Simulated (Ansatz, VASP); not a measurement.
# Two plane-wave programs on ZnCu

File POSCAR:

```
ZnCu
1.0
    1.4472501044     -2.0631322527      0.0000000000
    1.4472501044      2.0631322527      0.0000000000
    0.0000000000      0.0000000000      4.0272432918
Zn Cu
1 1
Direct
    0.5000000000      0.5000000000      0.5000000000
    0.0000000000      0.0000000000      0.0000000000
```

The input INCAR.step1:

```
PREC = Accurate
ENCUT = 520
ISMEAR = 1
SIGMA = 0.1
LREAL = F
LASPH = T
NELM = 60
NBANDS = 18
GGA = PE
ALGO = Normal
EDIFF = 1E-4
LWAVE = T
LCHARG = F
```

The input INCAR.step2:

```
PREC = Accurate
ENCUT = 520
EDIFF = 1E-6
ISMEAR = 1
SIGMA = 0.1
LREAL = F
LASPH = T
NELM = 60
ALGO = Normal
ISIF = 2
LWAVE = F
LCHARG = F
METAGGA = R2SCAN
LMIXTAU = T
NBANDS = 18
ISTART = 1
```

File KPOINTS:

```
Automatic mesh
0
Gamma
  12 12 7
```

Input for Ansatz:

```yaml
crystal:
  lattice:
    - [1.4472501043778803, -2.0631322526927085, 0.0]
    - [1.4472501043778803, 2.0631322526927085, 0.0]
    - [0.0, 0.0, 4.027243291810423]
  atoms:
    - { symbol: Zn, position: [0.5, 0.5, 0.5] }
    - { symbol: Cu, position: [0.0, 0.0, 0.0] }
basis:
  ecutwfc: 653.073269903712
kpoints:
  mp_grid:
    grid: [12, 12, 7]
hamiltonian:
  xc: r2scan
scf:
  occupations:
    method: cold
    width: 0.1
output:
  stress: true
```

Alike in both runs: task single point; functional r2SCAN; k mesh 12 × 12 × 7; no spin polarisation.

|  | VASP | Ansatz |
| --- | --- | --- |
| version | VASP 6.6.1 | Ansatz 0.2.0 |
| potentials or method | VASP PAW PBE potentials, release 64 (Zn, Cu), cutoff 520 eV | plane waves, PAW |
| occupations | methfessel-paxton of order 1, width 0.1 eV | cold, width 0.1 eV |
| valence electrons in the cell | 23 | 31 |

VASP gave:

```
pressure (GPa)                                                : 6.3
traceless stress, the component that is largest in VASP (GPa) : 1.11
```

Question: Estimate Ansatz's values.

Answer: Pressure (GPa): 5.6; traceless stress, the component that is largest in VASP (GPa): 1.18.

VASP's potentials were made for PBE, not for r2SCAN. VASP's potentials hold 23 valence electrons a cell and Ansatz's 31, so a difference there can come from the potentials and not from the codes.
